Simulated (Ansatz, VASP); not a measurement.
One calculation of N, two programs

File INCAR:

```
  PREC = Accurate
  ENCUT = 600
  EDIFF = 1E-7
  ISMEAR = 0
  SIGMA = 0.02
  LREAL = False
  LASPH = True
  NELM = 80
  ALGO = Normal
  ISIF = 3
  LWAVE = False
  LCHARG = False
  GGA = PE
  IBRION = 2
  NSW = 70
  EDIFFG = -0.02
```

KPOINTS

```
Automatic mesh
0
Gamma
  4 4 4
```

The input POSCAR:

```
N
1.0
    5.6589943538      0.0000000000      0.0000000000
    0.0000000000      5.6589943538      0.0000000000
    0.0000000000      0.0000000000      5.6589943538
N
8
Direct
    0.0561888079      0.0561888079      0.0561888079
    0.4438111921      0.9438111921      0.5561888079
    0.5561888079      0.4438111921      0.9438111921
    0.9438111921      0.5561888079      0.4438111921
    0.9438111921      0.9438111921      0.9438111921
    0.5561888079      0.0561888079      0.4438111921
    0.4438111921      0.5561888079      0.0561888079
    0.0561888079      0.4438111921      0.5561888079
```

Input for Ansatz:

```yaml
crystal:
  lattice:
    - [5.6589943538, 0.0, 0.0]
    - [0.0, 5.6589943538, 0.0]
    - [0.0, 0.0, 5.6589943538]
  atoms:
    - { symbol: "N", position: [0.0561888079, 0.0561888079, 0.0561888079] }
    - { symbol: "N", position: [0.4438111921, 0.9438111921, 0.5561888079] }
    - { symbol: "N", position: [0.5561888079, 0.4438111921, 0.9438111921] }
    - { symbol: "N", position: [0.9438111921, 0.5561888079, 0.4438111921] }
    - { symbol: "N", position: [0.9438111921, 0.9438111921, 0.9438111921] }
    - { symbol: "N", position: [0.5561888079, 0.0561888079, 0.4438111921] }
    - { symbol: "N", position: [0.4438111921, 0.5561888079, 0.0561888079] }
    - { symbol: "N", position: [0.0561888079, 0.4438111921, 0.5561888079] }
basis:
  ecutwfc: 420
kpoints:
  mp_grid: { grid: [4, 4, 4] }
hamiltonian:
  xc: pbe
scf:
  occupations: { method: gaussian, width: 0.02 }
output:
  forces: true
  stress: true
  eigenvalues: true
relax:
  adjacent_minimum: "off"
  f_tol: 0.02
  max_steps: 50
  cell: { stress_tol: 0.03 }
```

Alike in both runs: task relaxation of cell and atoms; functional PBE; k mesh 4 × 4 × 4; occupations gaussian, width 0.02 eV; no spin polarisation.

|  | VASP | Ansatz |
| --- | --- | --- |
| version | VASP 6.6.1 | Ansatz 0.2.0 |
| potentials or method | VASP PAW PBE potentials, release 64 (N), cutoff 600 eV | scalar-relativistic, plane waves, PAW |
| valence electrons in the cell | 40 | 40 |

```tsv
	VASP	Ansatz	Ansatz less VASP
gap on the k mesh at the Fermi level, each at its own relaxed structure (eV)	7.43	7.69	+0.262
relaxed volume (Å³/atom)	26.25	29.01	+2.767
relaxed cell length with the largest relative difference (Å)	5.944	6.146	+0.2019
```

One of these differences is far larger than is usual between the two programs; its cause wasn't traced.

Noted on VASP's run: the standard files for N, O and F lose accuracy on very short bonds; the volume moved by over 15 % at a fixed basis, so the end points are rough.
